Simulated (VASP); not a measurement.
Input of a VASP 6.6.1 run:

Contents of INCAR:

```
SYSTEM = H6C3O
ALGO     = Normal         ! electronic algorithm
EDIFF    = 1E-7           ! SCF threshold, eV
EDIFFG   = -0.3           ! ionic threshold
ENCUT    = 520            ! plane-wave cutoff, eV
GGA      = PE             ! functional
IBRION   = 2              ! ionic algorithm
ISIF     = 2              ! what is computed and relaxed
ISMEAR   = -1             ! smearing method
IVDW     = 12             ! dispersion correction
LASPH    = .True.         ! aspherical terms in the spheres
LCHARG   = .False.        ! write CHGCAR
LREAL    = Auto         
LWAVE    = .False.        ! write WAVECAR
NELM     = 100            ! most SCF steps
NSW      = 35             ! ionic steps
PREC     = Accurate       ! precision mode
SIGMA    = 0.02           ! smearing width, eV
```

File KPOINTS:

```
k-points
0
Gamma
  1 1 1
  0 0 0
```

The input POSCAR:

```
H6C3O
1.0
    7.5419870000      0.0000000000      0.0000000000
    0.0000000000      7.5419870000      0.0000000000
    0.0000000000      0.0000000000      7.5419870000
O C H
3 9 18
Direct
   -0.0284004000      1.0424905000      0.7471032000
    0.2032787000      0.3678266000      0.2815854000
    0.8413575000      0.6199452000      1.1447166000
    0.0863701000      0.9341291000      0.7116473000
    0.2581354000      0.2557295000      0.1786458000
    0.8540792000      0.6283306000      0.9836593000
    0.6103966000      0.1856761000      0.5093239000
    0.6188141000      0.1783701000      0.3326715000
    0.4599287000      0.6924491000      0.6732123000
    0.5107795000      0.6857523000      0.5038025000
    0.0819446000      0.3610701000      0.8083176000
    0.1664119000      0.3540211000      0.6529281000
    0.2149035000      0.9730002000      0.6534546000
    0.0683729000      0.7908946000      0.7356921000
    0.3582853000      0.1564260000      0.2177224000
    0.2108183000      0.2470717000      0.0404274000
    0.8920847000      0.7517695000      0.9148364000
    0.8283260000      0.5129676000      0.8973671000
    0.5867945000      0.3093632000      0.5788395000
    0.6268078000      0.0682305000      0.5907191000
    0.6024030000      0.2958157000      0.2512763000
    0.6424163000      0.0546830000      0.2631559000
    0.5545682000      0.7113115000      0.7798686000
    0.3218485000      0.6793076000      0.7112795000
    0.6488598000      0.6988938000      0.4657353000
    0.4161401000      0.6668899000      0.3971462000
   -0.0495114000      0.3052883000      0.8255125000
    0.1412419000      0.4228739000      0.9238689000
    0.1071147000      0.2922174000      0.5373767000
    0.2978680000      0.4098030000      0.6357332000
```

Potentials or basis: VASP PAW PBE potentials, release 64 (O, C, H).

Launch:

```sh
$ cat potpaw_PBE.64/O/POTCAR potpaw_PBE.64/C/POTCAR potpaw_PBE.64/H/POTCAR > POTCAR
$ mpirun -np 1 vasp_gam > vasp.out
```

Problem. What does it give for the band gap on the k mesh?

Solution. 2.96 eV.

Problem. What does it give for the dispersion energy per atom?

Solution. -0.037 eV.

Problem. Estimate the energy gained by relaxing.

Solution. 24.9 meV/atom.

The path:
| step | energy change (eV) | largest force (eV/Å) | pressure (GPa) |
| --- | --- | --- | --- |
| 1 | 0.0000 | 1.2373 | 1.34 |
| 2 | 0.1861 | 5.9882 | 2.39 |
| 3 | -0.0348 | 1.1079 | 1.59 |
| 4 | -0.1144 | 0.5353 | 1.02 |
| 5 | -0.1461 | 1.2997 | 0.33 |
| 6 | -0.1909 | 0.6670 | 0.25 |
| 7 | -0.2042 | 0.7995 | 0.19 |
| 8 | -0.2593 | 0.7997 | 0.31 |
| 9 | -0.3168 | 1.2311 | 0.61 |
| 10 | -0.3632 | 1.0827 | 0.63 |
| 11 | -0.4482 | 0.8808 | 0.66 |
| 12 | -0.3712 | 2.4821 | 0.61 |
| 13 | -0.4601 | 1.2761 | 0.66 |
| 14 | -0.5221 | 0.7726 | 0.95 |
| 15 | -0.5305 | 1.3291 | 1.10 |
| 16 | -0.5924 | 0.5489 | 0.66 |
| 17 | -0.6063 | 0.7060 | 0.33 |
| 18 | -0.6347 | 0.5599 | 0.20 |
| 19 | -0.6351 | 0.7040 | 0.18 |
| 20 | -0.6583 | 0.3157 | 0.23 |
| 21 | -0.6630 | 0.4337 | 0.26 |
| 22 | -0.6813 | 0.3458 | 0.17 |
| 23 | -0.6840 | 0.6762 | 0.13 |
| 24 | -0.6980 | 0.3797 | 0.25 |
| 25 | -0.7102 | 0.5451 | 0.50 |
| 26 | -0.7255 | 0.3489 | 0.45 |
| 27 | -0.7316 | 0.5109 | 0.38 |
| 28 | -0.7461 | 0.2488 | 0.29 |

Caveat: the k points lie up to 0.83 Å⁻¹ apart; the relaxation stopped at a loose force limit of 0.3 eV/Å, so its end isn't a converged minimum.
